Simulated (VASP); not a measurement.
A run of VASP 6.6.1:

INCAR

```
PREC = Accurate
ENCUT = 520
EDIFF = 1E-7
ISMEAR = 0
SIGMA = 0.15
LREAL = False
LASPH = True
NELM = 100
ALGO = Fast
ISIF = 2
LWAVE = False
LCHARG = False
GGA = PS
NBANDS = 10
```

File KPOINTS:

```
regular mesh
0
Gamma
  10 10 10
```

POSCAR

```
Al
1.0
    0.0000000000     -3.2128780077      0.0000000000
   -3.2128780077      0.0000000000      0.0000000000
    0.0000000000      0.0000000000     -3.2128780077
Al
2
Direct
    0.5000137294      0.5000002633      0.4999990720
   -0.0000137294     -0.0000002633      0.0000009280
```

Potentials or basis: VASP PAW PBE potentials, release 64 (Al).

Run with:

```bash
$ cat potpaw_PBE.64/Al/POTCAR > POTCAR
$ mpirun -np 1 vasp_std > vasp.out
```

Hardware: 1 thread of AMD EPYC 7R43 64-Core Processor (Zen 3) (shared host).

Estimate the wall time of this run.

It took 31 s on 1 thread of AMD EPYC 7R43 64-Core Processor (Zen 3), with other jobs on the host, peak memory 0.11 GiB. Counts: scf iterations 13, k points 126.
